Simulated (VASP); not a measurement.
# MgFeC4N4 (P-43m) in VASP: a series of runs

Runs on MgFeC4N4. Level: PBE. Tasks: single point.

All numbers are computed with VASP 6.6.1; they aren't measurements. Logs are shortened: lines on timing, memory, paths and dates and some standing lists are left out, and cuts for length are marked.

### Step 1. The cell of the first run

The structure is cubic, space group P-43m (No. 215). Conventional cell: a = 5.981 Å, b = 5.981 Å, c = 5.981 Å, α = 90.00°, β = 90.00°, γ = 90.00°. Within 2.6 Å of Mg (site symmetry -43m) lie 4 C at 1.98 Å. Fe (site symmetry -43m) has 4 N at 2.03 Å within 2.7 Å. Within 1.6 Å of C (site symmetry 3m) lie 1 N at 1.17 Å. N (site symmetry 3m) has 1 C at 1.17 Å within 1.6 Å.

### Step 2. Single point, PBE, collinear spin, ferromagnetic start

File INCAR:

```
SYSTEM = MgFeC4N4
ALGO = Normal
EDIFF = 1E-6
ENCUT = 520
GGA = PE
ISIF = 2
ISMEAR = 0
ISPIN = 2
LASPH = .TRUE.
LCHARG = .TRUE.
LELF = .TRUE.
LMAXMIX = 4
LORBIT = 11
LREAL = .FALSE.
LVHAR = .TRUE.
LWAVE = .FALSE.
MAGMOM = 0 4 0 0 0 0 0 0 0 0
NBANDS = 38
NELM = 150
PREC = Accurate
SIGMA = 0.1
```

File KPOINTS:

```
k-points
0
G
  4 4 4
  0 0 0
```

File POSCAR:

```
MgFeC4N4
1.0
    5.9813487900      0.0000000000      0.0000000000
    0.0000000000      5.9813487900      0.0000000000
    0.0000000000      0.0000000000      5.9813487900
Mg Fe C N
1 1 4 4
Direct
    0.0000000000      0.0000000000      0.0000000000
    0.5000000000      0.5000000000      0.5000000000
    0.1911196900      0.1911196900      0.1911196900
    0.1911196900      0.8088803100      0.8088803100
    0.8088803100      0.1911196900      0.8088803100
    0.8088803100      0.8088803100      0.1911196900
    0.3040540500      0.3040540500      0.3040540500
    0.3040540500      0.6959459500      0.6959459500
    0.6959459500      0.3040540500      0.6959459500
    0.6959459500      0.6959459500      0.3040540500
```

Potentials or basis: VASP PAW PBE potentials, release 64 (Mg, Fe, C, N).

The run is started by

```sh
cat potpaw_PBE.64/Mg/POTCAR potpaw_PBE.64/Fe/POTCAR potpaw_PBE.64/C/POTCAR potpaw_PBE.64/N/POTCAR > POTCAR
mpirun -np 1 vasp_std > vasp.out
```

OUTCAR:

```text
SYSTEM = MgFeC4N4
   EDIFF = 1E-6
   ENCUT = 520
   GGA = PE
   ISIF = 2
   ISMEAR = 0
   ISPIN = 2
   LASPH = .TRUE.
   LORBIT = 11
   LREAL = .FALSE.
   NELM = 150
   PREC = Accurate

 ion  position               nearest neighbor table
   1  0.000  0.000  0.000-   3 1.98   4 1.98   5 1.98   6 1.98
   2  0.500  0.500  0.500-   7 2.03   8 2.03   9 2.03  10 2.03
   3  0.191  0.191  0.191-   7 1.17   1 1.98
   4  0.191  0.809  0.809-   8 1.17   1 1.98
   5  0.809  0.191  0.809-   9 1.17   1 1.98
   6  0.809  0.809  0.191-  10 1.17   1 1.98
   7  0.304  0.304  0.304-   3 1.17   2 2.03
   8  0.304  0.696  0.696-   4 1.17   2 2.03
   9  0.696  0.304  0.696-   5 1.17   2 2.03
  10  0.696  0.696  0.304-   6 1.17   2 2.03

  LATTYP: Found a simple cubic cell.
 ALAT       =     5.9813487900

  Lattice vectors:

 A1 = (   5.9813487900,   0.0000000000,   0.0000000000)
 A2 = (   0.0000000000,   5.9813487900,   0.0000000000)
 A3 = (   0.0000000000,   0.0000000000,   5.9813487900)

Analysis of symmetry for initial positions (statically):
=====================================================================
 Subroutine PRICEL returns:
 Original cell was already a primitive cell.

 Routine SETGRP: Setting up the symmetry group for a
 simple cubic supercell.

 Subroutine GETGRP returns: Found 24 space group operations
 (whereof 24 operations were pure point group operations)
 out of a pool of 48 trial point group operations.

The static configuration has the point symmetry T_d .

Analysis of symmetry for dynamics (positions and initial velocities):
=====================================================================
 Subroutine PRICEL returns:
 Original cell was already a primitive cell.

 Routine SETGRP: Setting up the symmetry group for a
 simple cubic supercell.

 Subroutine GETGRP returns: Found 24 space group operations
 (whereof 24 operations were pure point group operations)
 out of a pool of 48 trial point group operations.

The dynamic configuration has the point symmetry T_d .

Analysis of structural, dynamic, and magnetic symmetry:
=====================================================================
 Subroutine PRICEL returns:
 Original cell was already a primitive cell.

 Routine SETGRP: Setting up the symmetry group for a
 simple cubic supercell.

 Subroutine GETGRP returns: Found 24 space group operations
 (whereof 24 operations were pure point group operations)
 out of a pool of 48 trial point group operations.

The overall configuration has the point symmetry T_d .

 Subroutine INISYM returns: Found 24 space group operations
 (whereof 24 operations are pure point group operations),
 and found     1 'primitive' translations

----------------------------------------------------------------------------------------

                                     Primitive cell

  volume of cell :     213.9919

  direct lattice vectors                    reciprocal lattice vectors
     5.981348790  0.000000000  0.000000000     0.167186371  0.000000000  0.000000000
     0.000000000  5.981348790  0.000000000     0.000000000  0.167186371  0.000000000
     0.000000000  0.000000000  5.981348790     0.000000000  0.000000000  0.167186371

  length of vectors
     5.981348790  5.981348790  5.981348790     0.167186371  0.167186371  0.167186371

  position of ions in fractional coordinates (direct lattice)
     0.000000000  0.000000000  0.000000000
     0.500000000  0.500000000  0.500000000
     0.191119690  0.191119690  0.191119690
     0.191119690  0.808880310  0.808880310
     0.808880310  0.191119690  0.808880310
     0.808880310  0.808880310  0.191119690
     0.304054050  0.304054050  0.304054050
     0.304054050  0.695945950  0.695945950
     0.695945950  0.304054050  0.695945950
     0.695945950  0.695945950  0.304054050

  ion indices of the primitive-cell ions
   primitive index   ion index
                 1           1
                 2           2
                 3           3
                 4           4
                 5           5
                 6           6
                 7           7
[... 49 lines left out ...]
   NGXF,Y,Z  is equivalent  to a cutoff of  26.68, 26.68, 26.68 a.u.
 SYSTEM =  MgFeC4N4
   PREC   = accura    normal or accurate (medium, high low for compatibility)
   ISTART =      0    job   : 0-new  1-cont  2-samecut
   ICHARG =      2    charge: 1-file 2-atom 10-const
   ISPIN  =      2    spin polarized calculation?
   LNONCOLLINEAR =      F non collinear calculations
   LSORBIT =      F    spin-orbit coupling
   LASPH  =      T    aspherical Exc in radial PAW
   ENCUT  =  520.0 eV  38.22 Ry    6.18 a.u.  11.12 11.12 11.12*2*pi/ulx,y,z
   NELM   =    150;   NELMIN=  2; NELMDL= -5     # of ELM steps
   EDIFF  = 0.1E-05   stopping-criterion for ELM
   LREAL  =      F    real-space projection
   EDIFFG = 0.1E-04   stopping-criterion for IOM
   NSW    =      0    number of steps for IOM
   IBRION =     -1    ionic relax: 0-MD 1-quasi-New 2-CG
   NFREE  =      0    steps in history (QN), initial steepest desc. (CG)
   ISIF   =      2    stress and relaxation
   ISYM   =      2    0-nonsym 1-usesym 2-fastsym
   POTIM  = 0.5000    time-step for ionic-motion
   TEBEG  =    0.0;   TEEND  =   0.0 temperature during run
   PSTRESS=    0.0 pullay stress
   NELECT =      46.0000    total number of electrons
   NUPDOWN=      -1.0000    fix difference up-down
   EMIN   =  10.00;   EMAX   =-10.00  energy-range for DOS
   EFERMI =   0.00;   METHOD = LEGACY
   ISMEAR =     0;   SIGMA  =   0.10  broadening in eV -4-tet -1-fermi 0-gaus
   EFERMI_NEDOS =   21; number of points for ismear=-14 and -15
   IALGO  =     38    algorithm
   IMIX   =      4    mixing-type and parameters
     AMIX     =   0.40;   BMIX     =  1.00
     AMIX_MAG =   1.60;   BMIX_MAG =  1.00
  volume/ion in A,a.u.               =      21.40       144.41
  Fermi-wavevector in a.u.,A,eV,Ry     =   0.980682  1.853221 13.085235  0.961738
  Thomas-Fermi vector in A             =   2.111631
   LORBIT       =     11    0 simple, 1 ext, 2 COOP (PROOUT), +10 PAW based schemes
   GGA     = PE    functional components
   LHFCALC =     F    Hartree Fock is set to
   AEXX    =    0.0000 exact exchange contribution
   IVDW    =     0    specifies the selected vdW correction
   LEPSILON=     F    determine dielectric tensor
   LRPA    =     F    only Hartree local field effects (RPA)
 spin polarized calculation
 Gauss-broadening in eV      SIGMA  =   0.10
  energy-cutoff  :      520.00
  volume of cell :      213.99
 maximum number of plane-waves:      5832
 NGX is ok and might be reduce to    48
   NGX = 23   NGY = 23   NGZ = 23

 number of electron      46.0000012 magnetization       4.0002572

 Free energy of the ion-electron system (eV)
  ---------------------------------------------------
  ext. energy  EPLUGINS =         0.00000000
  ---------------------------------------------------
  free energy    TOTEN  =       -76.76819409 eV

  energy without entropy =      -76.71475793  energy(sigma->0) =      -76.74147601

 E-fermi :  -1.1413     XC(G=0):  -6.8018

 val. band max:       -1.1425223004   @ k =   0.2500   0.2500   0.2500
 cond. band min:      -1.1407131600   @ k =   0.5000   0.2500   0.2500
 fundamental gap:      0.0018091404
 Fermi energy:        -1.1413489939

 spin component 1

 k-point     1 :       0.0000    0.0000    0.0000
  band No.  band energies     occupation
      1     -19.0106      1.00000
      2     -18.9054      1.00000
      3     -18.9054      1.00000
      4     -18.9054      1.00000
      5      -9.3037      1.00000
      6      -8.4209      1.00000
[... 369 lines left out ...]
     34       5.4150      0.00000
     35       5.7262      0.00000
 Fermi energy:        -1.1413489939

 spin component 2

 k-point     1 :       0.0000    0.0000    0.0000
  band No.  band energies     occupation
      1     -18.9458      1.00000
      2     -18.8421      1.00000
      3     -18.8421      1.00000
      4     -18.8421      1.00000
      5      -9.1116      1.00000
      6      -8.0677      1.00000
[... 369 lines left out ...]
     34       5.9172      0.00000
     35       5.9172      0.00000
 [bands above 35 left out]

------------------------ aborting loop because EDIFF is reached ----------------------------------------

  FORCE on cell =-STRESS in cart. coord.  units (eV):
  Direction    XX          YY          ZZ          XY          YZ          ZX
  --------------------------------------------------------------------------------------
  -------------------------------------------------------------------------------------
  Total        4.5016966      4.5016966      4.5016966     -0.0000000      0.0000000     -0.0000000
  in kB       33.7046186     33.7046186     33.7046186     -0.0000000      0.0000000     -0.0000000
  external PRESSURE =      33.7046186 kB  Pullay stress =       0.0000000 kB

 VOLUME and BASIS-vectors are now :
 -----------------------------------------------------------------------------
  energy-cutoff  :      520.00
  volume of cell :      213.99
      direct lattice vectors                 reciprocal lattice vectors
     5.981348790  0.000000000  0.000000000     0.167186371  0.000000000  0.000000000
     0.000000000  5.981348790  0.000000000     0.000000000  0.167186371  0.000000000
     0.000000000  0.000000000  5.981348790     0.000000000  0.000000000  0.167186371

 POSITION                                       TOTAL-FORCE (eV/Angst)
 -----------------------------------------------------------------------------------
      0.00000      0.00000      0.00000         0.000000      0.000000     -0.000000
      2.99067      2.99067      2.99067         0.000000      0.000000     -0.000000
      1.14315      1.14315      1.14315         1.233123      1.233123      1.233123
      1.14315      4.83820      4.83820         1.233123     -1.233123     -1.233123
      4.83820      1.14315      4.83820        -1.233123      1.233123     -1.233123
      4.83820      4.83820      1.14315        -1.233123     -1.233123      1.233123
      1.81865      1.81865      1.81865         0.421984      0.421984      0.421984
      1.81865      4.16270      4.16270         0.421984     -0.421984     -0.421984
      4.16270      1.81865      4.16270        -0.421984      0.421984     -0.421984
      4.16270      4.16270      1.81865        -0.421984     -0.421984      0.421984
 -----------------------------------------------------------------------------------
    total drift:                               -0.000000     -0.000000     -0.000000

  FREE ENERGIE OF THE ION-ELECTRON SYSTEM (eV)
  ---------------------------------------------------
  free  energy   TOTEN  =       -76.7681940932 eV

  energy  without entropy=      -76.7147579334  energy(sigma->0) =      -76.74147601

 total charge

# of ion       s       p       d       tot
------------------------------------------
    1        0.210   0.265   0.077   0.552
    2        0.327   0.430   5.986   6.744
    3        0.986   1.629   0.000   2.615
    4        0.986   1.629   0.000   2.615
    5        0.986   1.629   0.000   2.615
    6        0.986   1.629   0.000   2.615
    7        1.303   2.587   0.000   3.890
    8        1.303   2.587   0.000   3.890
    9        1.303   2.587   0.000   3.890
   10        1.303   2.587   0.000   3.890
--------------------------------------------------
tot          9.691  17.560   6.063  33.314

 magnetization (x)

# of ion       s       p       d       tot
------------------------------------------
    1        0.000   0.000   0.000   0.001
    2        0.017   0.066   3.432   3.516
    3        0.003   0.029   0.000   0.032
    4        0.003   0.029   0.000   0.032
    5        0.003   0.029   0.000   0.032
    6        0.003   0.029   0.000   0.032
    7        0.006   0.012   0.000   0.018
    8        0.006   0.012   0.000   0.018
    9        0.006   0.012   0.000   0.018
   10        0.006   0.012   0.000   0.018
--------------------------------------------------
tot          0.052   0.234   3.432   3.719
```

It took 6.4 min on 1 thread of Intel Xeon 8259CL, shared host; peak memory 0.49 GiB.

Results:

```
Free energy                                           : -76.7682 eV
Pressure                                              : 3.4 GPa
Largest force                                         : 2.136 eV/Å
Band gap on the k mesh                                : zero (filled and empty bands overlap)
Net moment                                            : 4.00 μB per cell
Site moments                                          : Mg +0.00; Fe +3.52; C +0.03; N +0.02 μB
Valence electrons inside the program's atomic spheres : Mg 0.55; Fe 6.74; C 2.62; N 3.89
```

Forces in eV/Å, atoms in the order of the input:
```
Mg   0.000  0.000  0.000
Fe   0.000  0.000  0.000
C    1.233  1.233  1.233
C    1.233 -1.233 -1.233
C   -1.233  1.233 -1.233
C   -1.233 -1.233  1.233
N    0.422  0.422  0.422
N    0.422 -0.422 -0.422
N   -0.422  0.422 -0.422
N   -0.422 -0.422  0.422
```

Levels at points of the mesh, in eV from the Fermi level:
Spin up:
```tsv
k point	band 21	band 22	band 23	band 24	band 25	band 26	band 27	band 28	band 29	band 30
(0.00, 0.00, 0.00)	-2.56	-2.56	-2.04	-2.04	-2.04	3.08	3.08	3.08	3.72	3.72
(0.50, 0.00, 0.00)	-2.47	-2.44	-2.04	-1.86	-1.86	3.28	3.28	3.42	3.52	3.82
(0.50, 0.50, 0.00)	-2.48	-2.37	-2.07	-1.86	-1.86	3.44	3.50	3.55	3.55	3.97
(0.50, 0.50, 0.50)	-2.45	-2.45	-2.04	-2.04	-2.04	3.51	3.51	3.51	3.81	3.81
```
Spin down:
```
           k point  band 19  band 20  band 21  band 22  band 23  band 24
(0.00, 0.00, 0.00)    -3.50    -3.50    -0.05    -0.05     0.98     0.98
(0.50, 0.00, 0.00)    -3.44    -3.44    -0.05     0.06     1.12     1.19
(0.50, 0.50, 0.00)    -3.43    -3.43    -0.02     0.06     1.10     1.25
(0.50, 0.50, 0.50)    -3.53    -3.53    -0.02    -0.02     1.12     1.12
```

Caveat: the cell stands under pressure; a cell with one magnetic atom can't hold antiferromagnetic order, which such compounds often take; forces of over 1 eV/Å act on the atoms, so gaps and moduli don't describe the material at rest.

### Step 3. Single point, PBE, collinear spin, ferromagnetic start

This run uses another cell than the first one, of 22.88 Å³/atom.

File INCAR:

```
ALGO = Normal
EDIFF = 1E-6
ENCUT = 520
GGA = PE
ISIF = 2
ISMEAR = 0
ISPIN = 2
LASPH = True
LCHARG = False
LMAXMIX = 4
LORBIT = 11
LREAL = False
LWAVE = False
MAGMOM = 0 4 0 0 0 0 0 0 0 0
NBANDS = 38
NELM = 150
PREC = Accurate
SIGMA = 0.1
```

File KPOINTS:

```
k-points
0
Gamma
  4 4 4
```

File POSCAR:

```
MgFeC4N4
1.0
    6.1165729099      0.0000000000      0.0000000000
    0.0000000000      6.1165729099      0.0000000000
    0.0000000000      0.0000000000      6.1165729099
Mg Fe C N
1 1 4 4
Direct
    0.0000000000      0.0000000000      0.0000000000
    0.5000000000      0.5000000000      0.5000000000
    0.2050501723      0.2050501723      0.2050501723
    0.2050501723      0.7949498277      0.7949498277
    0.7949498277      0.2050501723      0.7949498277
    0.7949498277      0.7949498277      0.2050501723
    0.3153287144      0.3153287144      0.3153287144
    0.3153287144      0.6846712856      0.6846712856
    0.6846712856      0.3153287144      0.6846712856
    0.6846712856      0.6846712856      0.3153287144
```

Potentials or basis: VASP PAW PBE potentials, release 64 (Mg, Fe, C, N).

The run is started by

```sh
cat potpaw_PBE.64/Mg/POTCAR potpaw_PBE.64/Fe/POTCAR potpaw_PBE.64/C/POTCAR potpaw_PBE.64/N/POTCAR > POTCAR
mpirun -np 1 vasp_std > vasp.out
```

OUTCAR:

```text
EDIFF = 1E-6
   ENCUT = 520
   GGA = PE
   ISIF = 2
   ISMEAR = 0
   ISPIN = 2
   LASPH = True
   LORBIT = 11
   LREAL = False
   NELM = 150
   PREC = Accurate

 ion  position               nearest neighbor table
   1  0.000  0.000  0.000-   3 2.17   4 2.17   5 2.17   6 2.17
   2  0.500  0.500  0.500-   7 1.96   8 1.96   9 1.96  10 1.96
   3  0.205  0.205  0.205-   7 1.17   1 2.17
   4  0.205  0.795  0.795-   8 1.17   1 2.17
   5  0.795  0.205  0.795-   9 1.17   1 2.17
   6  0.795  0.795  0.205-  10 1.17   1 2.17
   7  0.315  0.315  0.315-   3 1.17   2 1.96
   8  0.315  0.685  0.685-   4 1.17   2 1.96
   9  0.685  0.315  0.685-   5 1.17   2 1.96
  10  0.685  0.685  0.315-   6 1.17   2 1.96
[... 1001 lines left out ...]
      1.92873      4.18784      4.18784         0.188310     -0.188310     -0.188310
      4.18784      1.92873      4.18784        -0.188310      0.188310     -0.188310
      4.18784      4.18784      1.92873        -0.188310     -0.188310      0.188310
 -----------------------------------------------------------------------------------
    total drift:                                0.000000      0.000000      0.000000

  FREE ENERGIE OF THE ION-ELECTRON SYSTEM (eV)
  ---------------------------------------------------
  free  energy   TOTEN  =       -77.6433008710 eV

  energy  without entropy=      -77.5897375729  energy(sigma->0) =      -77.61651922

 total charge

# of ion       s       p       d       tot
------------------------------------------
    1        0.159   0.166   0.042   0.367
    2        0.375   0.531   6.043   6.949
    3        0.972   1.609   0.000   2.581
    4        0.972   1.609   0.000   2.581
    5        0.972   1.609   0.000   2.581
    6        0.972   1.609   0.000   2.581
    7        1.304   2.602   0.000   3.907
    8        1.304   2.602   0.000   3.907
    9        1.304   2.602   0.000   3.907
   10        1.304   2.602   0.000   3.907
--------------------------------------------------
tot          9.640  17.543   6.085  33.268

 magnetization (x)

# of ion       s       p       d       tot
------------------------------------------
    1        0.000   0.000   0.000   0.000
    2        0.016   0.085   3.338   3.439
    3        0.004   0.039   0.000   0.043
    4        0.004   0.039   0.000   0.043
    5        0.004   0.039   0.000   0.043
    6        0.004   0.039   0.000   0.043
    7        0.006   0.009   0.000   0.016
    8        0.006   0.009   0.000   0.016
    9        0.006   0.009   0.000   0.016
   10        0.006   0.009   0.000   0.016
--------------------------------------------------
tot          0.057   0.279   3.338   3.674
```

OSZICAR:

```text
N       E                     dE             d eps       ncg     rms          rms(c)
DAV:   1     0.320954651417E+03    0.32095E+03   -0.18824E+04  1520   0.103E+03
DAV:   2    -0.419575643997E+02   -0.36291E+03   -0.34361E+03  1844   0.245E+02
DAV:   3    -0.892001220455E+02   -0.47243E+02   -0.46118E+02  1970   0.101E+02
[... 11 lines left out ...]
DAV:  15    -0.776432940299E+02   -0.76798E-04   -0.41776E-04  2068   0.242E-01    0.271E-01
DAV:  16    -0.776432998489E+02   -0.58190E-05   -0.13881E-04  2056   0.722E-02    0.125E-01
DAV:  17    -0.776432999447E+02   -0.95757E-07   -0.19600E-05  2200   0.389E-02    0.713E-02
DAV:  18    -0.776433001708E+02   -0.22612E-06   -0.10762E-05  2214   0.371E-02    0.495E-02
DAV:  19    -0.776433008710E+02   -0.70017E-06   -0.25090E-06  1550   0.176E-02
   1 F= -.77643301E+02 E0= -.77616519E+02  d E =-.535633E-01  mag=     4.0008
```

It took 5.6 min on 1 thread of Intel Xeon 8259CL, shared host; peak memory 0.48 GiB.

Results:

* Free energy: -77.6433 eV
* Pressure: 0.7 GPa
* Largest force: 0.353 eV/Å
* Band gap on the k mesh: zero (filled and empty bands overlap)
* Net moment: 4.00 μB per cell
* Site moments: Mg +0.00; Fe +3.44; C +0.04; N +0.02 μB
* Valence electrons inside the program's atomic spheres: Mg 0.37; Fe 6.95; C 2.58; N 3.91

Forces on the atoms (eV/Å):
```
Mg   0.000  0.000  0.000
Fe   0.000  0.000  0.000
C   -0.204 -0.204 -0.204
C   -0.204  0.204  0.204
C    0.204 -0.204  0.204
C    0.204  0.204 -0.204
N    0.188  0.188  0.188
N    0.188 -0.188 -0.188
N   -0.188  0.188 -0.188
N   -0.188 -0.188  0.188
```

Caveat: a cell with one magnetic atom can't hold antiferromagnetic order, which such compounds often take.
